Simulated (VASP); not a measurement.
Input of a VASP 6.6.1 run:

INCAR

```
PREC = Accurate ; ENCUT = 520
EDIFF = 1E-6 ; ISMEAR = 0
SIGMA = 0.05 ; LREAL = False
LASPH = True ; NELM = 80
ALGO = Normal ; ISIF = 2
LWAVE = False ; LCHARG = False
LDIPOL = True ; IDIPOL = 3
DIPOL = 0.5 0.5 0.500 ; GGA = PE
IVDW = 12 ; IBRION = 2
NSW = 60 ; EDIFFG = -0.04
```

Contents of KPOINTS:

```
Automatic mesh
0
Gamma
  9 9 1
```

File POSCAR:

```
MoS2
1.0
    3.1368412807      0.0000000029      0.0000000000
   -1.5684206428      2.7165842353      0.0000000000
    0.0000000000      0.0000000000     20.2166609143
S Mo
2 1
Direct
    0.0000000000      0.0000000000      0.4204452969
    0.3333333333      0.6666666667      0.5795547031
    0.6666666667      0.3333333333      0.4999999996
```

Potentials or basis: VASP PAW PBE potentials, release 64 (S, Mo_sv).

Launch:

```bash
$ cat potpaw_PBE.64/S/POTCAR potpaw_PBE.64/Mo_sv/POTCAR > POTCAR
$ mpirun -np 1 vasp_std > vasp.out
```

(1) Predict the energy gained by relaxing.

(2) What does it give for the dispersion energy per atom?

(3) What does it give for the band gap on the k mesh?

Answers

(1) 0.1 meV/atom.

(2) -0.321 eV.

(3) zero (bands 13 and 14 overlap by 0.50 eV).
